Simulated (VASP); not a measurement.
# Ag (Fm-3m) in VASP: further runs

Ag is run at these levels: PBE; tasks: single point.

Everything below comes from runs of VASP 6.6.1. Logs are shortened: lines on timing, memory, paths and dates and some standing lists are left out, and cuts for length are marked.

### 1 The cell of the first run

Symmetry: Fm-3m, No. 225, cubic system. The conventional cell has a = 4.139 Å, b = 4.139 Å, c = 4.139 Å, α = 90.00°, β = 90.00°, γ = 90.00°. Within 3.9 Å of Ag (site symmetry m-3m) lie 12 Ag at 2.93 Å.

### 2 Single point, PBE

Input file INCAR:

```
SYSTEM = Ag
ALGO     = Normal         ! electronic algorithm
EDIFF    = 1E-6           ! SCF threshold, eV
ENCUT    = 520            ! plane-wave cutoff, eV
GGA      = PE             ! functional
ISIF     = 2              ! what is computed and relaxed
ISMEAR   = 1              ! smearing method
LASPH    = .TRUE.         ! aspherical terms in the spheres
LCHARG   = .FALSE.        ! write CHGCAR
LREAL    = .FALSE.        ! projectors in reciprocal space
LWAVE    = .FALSE.        ! write WAVECAR
NBANDS   = 12             ! bands
NELM     = 60             ! most SCF steps
PREC     = Accurate       ! precision mode
SIGMA    = 0.1            ! smearing width, eV
```

Input file KPOINTS:

```
k-points
0
G
  12 12 12
  0 0 0
```

Input file POSCAR:

```
Ag
1.0
    0.0000000000      2.0696313722      2.0696313722
    2.0696313722      0.0000000000      2.0696313722
    2.0696313722      2.0696313722      0.0000000000
Ag
1
Direct
    0.0000000000      0.0000000000      0.0000000000
```

Potentials or basis: VASP PAW PBE potentials, release 64 (Ag).

Launch:

```sh
$ cat potpaw_PBE.64/Ag/POTCAR > POTCAR
$ mpirun -np 1 vasp_std > vasp.out
```

OUTCAR:

```text
SYSTEM = Ag
   EDIFF = 1E-6
   ENCUT = 520
   GGA = PE
   ISIF = 2
   ISMEAR = 1
   LASPH = .TRUE.
   LREAL = .FALSE.
   NELM = 60
   PREC = Accurate

 ion  position               nearest neighbor table
   1  0.000  0.000  0.000-

  LATTYP: Found a face centered cubic cell.
 ALAT       =     4.1392627444

  Lattice vectors:

 A1 = (   0.0000000000,   2.0696313722,   2.0696313722)
 A2 = (   2.0696313722,   0.0000000000,   2.0696313722)
 A3 = (   2.0696313722,   2.0696313722,   0.0000000000)

Analysis of symmetry for initial positions (statically):
=====================================================================
 Subroutine PRICEL returns:
 Original cell was already a primitive cell.

 Routine SETGRP: Setting up the symmetry group for a
 face centered cubic supercell.

 Subroutine GETGRP returns: Found 48 space group operations
 (whereof 48 operations were pure point group operations)
 out of a pool of 48 trial point group operations.

The static configuration has the point symmetry O_h .

Analysis of symmetry for dynamics (positions and initial velocities):
=====================================================================
 Subroutine PRICEL returns:
 Original cell was already a primitive cell.

 Routine SETGRP: Setting up the symmetry group for a
 face centered cubic supercell.

 Subroutine GETGRP returns: Found 48 space group operations
 (whereof 48 operations were pure point group operations)
 out of a pool of 48 trial point group operations.

The dynamic configuration has the point symmetry O_h .

 Subroutine INISYM returns: Found 48 space group operations
 (whereof 48 operations are pure point group operations),
 and found     1 'primitive' translations

----------------------------------------------------------------------------------------

                                     Primitive cell

  volume of cell :      17.7300

  direct lattice vectors                    reciprocal lattice vectors
     0.000000000  2.069631372  2.069631372    -0.241588916  0.241588916  0.241588916
     2.069631372  0.000000000  2.069631372     0.241588916 -0.241588916  0.241588916
     2.069631372  2.069631372  0.000000000     0.241588916  0.241588916 -0.241588916

  length of vectors
     2.926900756  2.926900756  2.926900756     0.418444277  0.418444277  0.418444277

  position of ions in fractional coordinates (direct lattice)
     0.000000000  0.000000000  0.000000000

  ion indices of the primitive-cell ions
   primitive index   ion index
                 1           1

----------------------------------------------------------------------------------------

 KPOINTS: k-points

Automatic generation of k-mesh.
 Grid dimensions read from file:
 generate k-points for:   12   12   12

 Generating k-lattice:

  Cartesian coordinates                     Fractional coordinates (reciprocal lattice)
    -0.020132410  0.020132410  0.020132410     0.083333333  0.000000000  0.000000000
     0.020132410 -0.020132410  0.020132410     0.000000000  0.083333333  0.000000000
     0.020132410  0.020132410 -0.020132410     0.000000000  0.000000000  0.083333333

  Length of vectors
     0.034870356  0.034870356  0.034870356

  Shift w.r.t. Gamma in fractional coordinates (k-lattice)
     0.000000000  0.000000000  0.000000000

 Subroutine IBZKPT returns following result:
 ===========================================

 Found     72 irreducible k-points:

 Following reciprocal coordinates:
            Coordinates               Weight
  0.000000  0.000000  0.000000      1.000000
  0.083333  0.000000  0.000000      8.000000
  0.166667  0.000000  0.000000      8.000000
  0.250000  0.000000  0.000000      8.000000
  0.333333  0.000000  0.000000      8.000000
  0.416667  0.000000  0.000000      8.000000
[... 16 lines left out ...]
  0.500000  0.166667  0.000000     24.000000
 -0.416667  0.166667  0.000000     24.000000
 [... further k-points ...]
   k-points           NKPTS =     72   k-points in BZ     NKDIM =     72   number of bands    NBANDS=     12
   number of dos      NEDOS =    301   number of ions     NIONS =      1
   total plane-waves  NPLWV =  13824
   dimension x,y,z NGX =    24 NGY =   24 NGZ =   24
   dimension x,y,z NGXF=    48 NGYF=   48 NGZF=   48
   ions per type =               1
   NGX,Y,Z   is equivalent  to a cutoff of  13.63, 13.63, 13.63 a.u.
   NGXF,Y,Z  is equivalent  to a cutoff of  27.26, 27.26, 27.26 a.u.
 SYSTEM =  Ag
   PREC   = accura    normal or accurate (medium, high low for compatibility)
   ISTART =      0    job   : 0-new  1-cont  2-samecut
   ICHARG =      2    charge: 1-file 2-atom 10-const
   ISPIN  =      1    spin polarized calculation?
   LNONCOLLINEAR =      F non collinear calculations
   LSORBIT =      F    spin-orbit coupling
   LASPH  =      T    aspherical Exc in radial PAW
   ENCUT  =  520.0 eV  38.22 Ry    6.18 a.u.   5.44  5.44  5.44*2*pi/ulx,y,z
   NELM   =     60;   NELMIN=  2; NELMDL= -5     # of ELM steps
   EDIFF  = 0.1E-05   stopping-criterion for ELM
   LREAL  =      F    real-space projection
   EDIFFG = 0.1E-04   stopping-criterion for IOM
   NSW    =      0    number of steps for IOM
   IBRION =     -1    ionic relax: 0-MD 1-quasi-New 2-CG
   NFREE  =      0    steps in history (QN), initial steepest desc. (CG)
   ISIF   =      2    stress and relaxation
   ISYM   =      2    0-nonsym 1-usesym 2-fastsym
   POTIM  = 0.5000    time-step for ionic-motion
   TEBEG  =    0.0;   TEEND  =   0.0 temperature during run
   PSTRESS=    0.0 pullay stress
   NELECT =      11.0000    total number of electrons
   NUPDOWN=      -1.0000    fix difference up-down
   EMIN   =  10.00;   EMAX   =-10.00  energy-range for DOS
   EFERMI =   0.00;   METHOD = LEGACY
   ISMEAR =     1;   SIGMA  =   0.10  broadening in eV -4-tet -1-fermi 0-gaus
   EFERMI_NEDOS =   21; number of points for ismear=-14 and -15
   IALGO  =     38    algorithm
   IMIX   =      4    mixing-type and parameters
     AMIX     =   0.40;   BMIX     =  1.00
     AMIX_MAG =   1.60;   BMIX_MAG =  1.00
  volume/ion in A,a.u.               =      17.73       119.65
  Fermi-wavevector in a.u.,A,eV,Ry     =   1.396270  2.638568 26.525508  1.949570
  Thomas-Fermi vector in A             =   2.519641
   LORBIT       =      0    0 simple, 1 ext, 2 COOP (PROOUT), +10 PAW based schemes
   GGA     = PE    functional components
   LHFCALC =     F    Hartree Fock is set to
   AEXX    =    0.0000 exact exchange contribution
   IVDW    =     0    specifies the selected vdW correction
   LEPSILON=     F    determine dielectric tensor
   LRPA    =     F    only Hartree local field effects (RPA)
 non-spin polarized calculation
 Methfessel and Paxton  Order N= 1 SIGMA  =   0.10
  energy-cutoff  :      520.00
  volume of cell :       17.73
 maximum number of plane-waves:       531
 NGX is ok and might be reduce to    24
   NGX = 11   NGY = 11   NGZ = 11

 number of electron      10.9999999 magnetization

 Free energy of the ion-electron system (eV)
  ---------------------------------------------------
  ext. energy  EPLUGINS =         0.00000000
  ---------------------------------------------------
  free energy    TOTEN  =        -2.71304835 eV

  energy without entropy =       -2.71253917  energy(sigma->0) =       -2.71287862

 E-fermi :   7.8703     XC(G=0): -11.9767

 val. band max:        7.6811453836   @ k =   0.5000   0.3333   0.1667
 cond. band min:       7.8957653307   @ k =   0.5000   0.2500   0.0833
 fundamental gap:      0.2146199471
 Fermi energy:         7.8702614422

 k-point     1 :       0.0000    0.0000    0.0000
  band No.  band energies     occupation
      1       0.4143      2.00000
      2       3.2359      2.00000
      3       3.2359      2.00000
      4       3.2359      2.00000
      5       4.2008      2.00000
      6       4.2008      2.00000
      7      23.8338      0.00000
      8      27.1805      0.00000
      9      27.1805      0.00000
     10      27.1805      0.00000
     11      31.8930      0.00000
     12      32.7926      0.00000

 k-point     2 :       0.0833    0.0000    0.0000
  band No.  band energies     occupation
      1       0.6230      2.00000
      2       3.1925      2.00000
      3       3.2907      2.00000
      4       3.2907      2.00000
      5       4.1815      2.00000
      6       4.1815      2.00000
      7      23.7831      0.00000
      8      25.6100      0.00000
      9      27.2367      0.00000
     10      27.2367      0.00000
     11      31.5354      0.00000
     12      32.5714      0.00000

 k-point     3 :       0.1667    0.0000    0.0000
  band No.  band energies     occupation
      1       1.1853      2.00000
      2       3.1458      2.00000
      3       3.4005      2.00000
      4       3.4005      2.00000
      5       4.1770      2.00000
      6       4.1770      2.00000
      7      21.8889      0.00000
      8      24.6638      0.00000
      9      27.2946      0.00000
     10      27.2946      0.00000
     11      30.4010      0.00000
     12      31.7527      0.00000
[... 286 lines left out ...]
 k-point    23 :       0.5000    0.1667    0.0000
  band No.  band energies     occupation
      1       2.1231      2.00000
      2       3.0032      2.00000
      3       3.6015      2.00000
      4       3.8729      2.00000
      5       4.9694      2.00000
      6       8.4816     -0.00000
      7      12.4251      0.00000
      8      21.1267      0.00000
      9      22.9253      0.00000
     10      24.0148      0.00000
     11      32.3772      0.00000
     12      32.4122      0.00000

 k-point    24 :      -0.4167    0.1667    0.0000
  band No.  band energies     occupation
      1       2.1583      2.00000
      2       2.9988      2.00000
      3       3.5592      2.00000
      4       4.0121      2.00000
      5       4.8176      2.00000
      6       9.0560     -0.00000
      7      11.8019      0.00000
      8      20.3528      0.00000
      9      23.8178      0.00000
     10      24.0178      0.00000
     11      31.8349      0.00000
     12      32.0467      0.00000

 [... further k-points ...]
[... 5 lines left out ...]
  --------------------------------------------------------------------------------------
  -------------------------------------------------------------------------------------
  Total        0.0756045      0.0756045      0.0756045     -0.0000000      0.0000000     -0.0000000
  in kB        6.8320173      6.8320173      6.8320173     -0.0000000      0.0000000     -0.0000000
  external PRESSURE =       6.8320173 kB  Pullay stress =       0.0000000 kB

 VOLUME and BASIS-vectors are now :
 -----------------------------------------------------------------------------
  energy-cutoff  :      520.00
  volume of cell :       17.73
      direct lattice vectors                 reciprocal lattice vectors
     0.000000000  2.069631372  2.069631372    -0.241588916  0.241588916  0.241588916
     2.069631372  0.000000000  2.069631372     0.241588916 -0.241588916  0.241588916
     2.069631372  2.069631372  0.000000000     0.241588916  0.241588916 -0.241588916

 POSITION                                       TOTAL-FORCE (eV/Angst)
 -----------------------------------------------------------------------------------
      0.00000      0.00000      0.00000         0.000000      0.000000      0.000000
 -----------------------------------------------------------------------------------
    total drift:                               -0.000000     -0.000000     -0.000000

  FREE ENERGIE OF THE ION-ELECTRON SYSTEM (eV)
  ---------------------------------------------------
  free  energy   TOTEN  =        -2.7130483462 eV

  energy  without entropy=       -2.7125391730  energy(sigma->0) =       -2.71287862
```

It took 11 s on 1 thread of Intel Xeon 8259CL, shared host; peak memory 0.15 GiB.

What came out:

```
Free energy : -2.7130 eV
Pressure    : 0.7 GPa
```

### 3 Single point, PBE

This run uses another cell than the first one, of 18.41 Å³/atom, 1.038 times its volume.

Input file INCAR:

```
SYSTEM = Ag
  PREC = Accurate
  ENCUT = 520
  EDIFF = 1E-7
  ISMEAR = 1
  SIGMA = 0.1
  LREAL = .FALSE.
  LASPH = .TRUE.
  NELM = 100
  ALGO = Normal
  ISIF = 2
  LWAVE = .FALSE.
  LCHARG = .FALSE.
  GGA = PE
  NBANDS = 12
```

Input file KPOINTS:

```
Automatic mesh
0
G
  12 12 12
  0 0 0
```

Input file POSCAR:

```
Ag
1.0
    0.0000000000      2.0958320190      2.0958320190
    2.0958320190      0.0000000000      2.0958320190
    2.0958320190      2.0958320190      0.0000000000
Ag
1
Direct
    0.0000000000      0.0000000000      0.0000000000
```

Potentials or basis: VASP PAW PBE potentials, release 64 (Ag).

Launch:

```sh
$ cat potpaw_PBE.64/Ag/POTCAR > POTCAR
$ mpirun -np 1 vasp_std > vasp.out
```

Run time: 17 s. Hardware: 1 thread of Intel Xeon 8259CL, shared host; peak memory 0.15 GiB.

The run converged. Its results:

- Free energy: -2.7092 eV
- Pressure: -2.5 GPa

Levels at points of the mesh, in eV from the Fermi level:
| k point | band 2 | band 3 | band 4 | band 5 | band 6 | band 7 | band 8 | band 9 | band 10 | band 11 |
| --- | --- | --- | --- | --- | --- | --- | --- | --- | --- | --- |
| (0.00, 0.00, 0.00) | -4.49 | -4.49 | -4.49 | -3.59 | -3.59 | 15.88 | 19.01 | 19.01 | 19.01 | 23.64 |
| (0.50, 0.00, 0.00) | -4.51 | -4.51 | -2.90 | -2.90 | -0.15 | 3.24 | 15.11 | 17.12 | 17.12 | 21.83 |
| (0.50, 0.50, 0.00) | -5.80 | -2.93 | -2.72 | -2.72 | 1.72 | 6.21 | 10.32 | 10.32 | 16.32 | 16.34 |

[end of part 1 of 2]
